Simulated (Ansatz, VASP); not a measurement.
# One calculation of Ge, two programs

```
Ge
1.0
     2.21820    0.00000    0.00000
    -1.10910    1.92102    0.00000
     0.00000    0.00000    3.63579
Ge
2
Direct
  0.33333 0.66667 0.25000
  0.66667 0.33333 0.75000
```

Change from the starting cell: volume scaled by 0.4, PAW files.

Alike in both runs: task single point; functional PBE; k mesh 14 × 14 × 8; occupations fermi-dirac, width 0.1 eV; no spin polarisation.

```csv
,VASP,Ansatz
version,VASP 6.6.1,Ansatz 0.2.0
potentials or method,"VASP PAW PBE potentials, release 64 (Ge_d)","PAW with Ansatz's default frozen-core files, scalar-relativistic"
plane-wave cutoff (eV),520,420
valence electrons in the cell,28,28
```

```csv
,VASP,Ansatz,Ansatz less VASP
pressure (GPa),463.5,460.3,-3.23
"traceless stress, the component that is largest in VASP (GPa)",-0.34,-0.15,+0.186
```

Both programs put the cell under a high pressure, so it lies far from rest at this level. The functional is the same, so the differences come from potentials, cutoffs and numerics.

Noted on VASP's run: the cell as given lies far from equilibrium.
